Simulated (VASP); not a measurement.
## LiCl: single point with PBE

The system is LiCl.

```
Li Cl
1.0
     3.27112    0.00000    0.00000
     0.00000    3.27112    0.00000
     0.00000    0.00000    3.27112
Li Cl
1 1
Direct
  0.00000 0.00000 0.00000
  0.50000 0.50000 0.50000
```

```yaml
Program: VASP 6.6.1
Task: single point
Functional: PBE
Potentials_or_basis: VASP PAW PBE potentials, release 64 (Li_sv, Cl)
Cutoff: 520 eV
k_mesh: 8 × 8 × 8
Occupations: gaussian, width 0.01 eV
Spin: no spin polarisation
```

| Property | Result |
| --- | --- |
| Band gap on the k mesh | 4.43 eV, indirect (least direct gap 5.22 eV) |

Levels at points of the mesh, in eV from the valence-band top:
```
           k point  band 2  band 3  band 4  band 5  band 6  band 7  band 8  band 9
(0.00, 0.00, 0.00)  -14.24   -0.82   -0.82   -0.82    4.43    8.69    8.69   13.21
(0.50, 0.00, 0.00)  -13.72   -3.95   -0.35   -0.35    5.85    9.51   10.22   10.22
(0.50, 0.50, 0.00)  -13.21   -3.33   -3.33    0.00    5.22    9.82    9.82   10.65
(0.50, 0.50, 0.50)  -12.77   -2.47   -2.47   -2.47    5.19    5.19    5.19   12.02
```

Run time: 12 s on 1 thread of Intel Xeon 6975P-C, with other jobs on the host, peak memory 0.13 GiB.

 A k mesh can miss the band edges.
